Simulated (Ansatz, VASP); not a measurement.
**Ir in VASP and in Ansatz**

```
Ir
1.0
     0.00000    1.91970    1.86211
     1.91970    0.00000    1.86211
     1.91970    1.91970    0.00000
Ir
1
Direct
  0.00000 0.00000 0.00000
```

Change from the starting cell: strain -0.0300 x Voigt [0, 0, 1, 0, 0, 0], atoms carried along.

Alike in both runs: task single point; functional PBEsol; k mesh 22 × 22 × 22; occupations gaussian, width 0.15 eV; no spin polarisation.

|  | VASP | Ansatz |
| --- | --- | --- |
| version | VASP 6.6.1 | Ansatz 0.2.0 |
| potentials or method | VASP PAW PBE potentials, release 64 (Ir_sv_GW), cutoff 560 eV | scalar-relativistic, plane waves, PAW |
| valence electrons in the cell | 17 | 17 |

```csv
,VASP,Ansatz,Ansatz less VASP
gap on the k mesh at the Fermi level (eV),none,none,-
pressure (GPa),8.0,9.9,+1.96
"traceless stress, the component that is largest in VASP (GPa)",8.10,8.12,+0.020
```

VASP's potentials were made for PBE, not for PBEsol. A gap of «none» marks a metal or a gap that the smearing closes.

Neither program's run includes spin-orbit coupling.
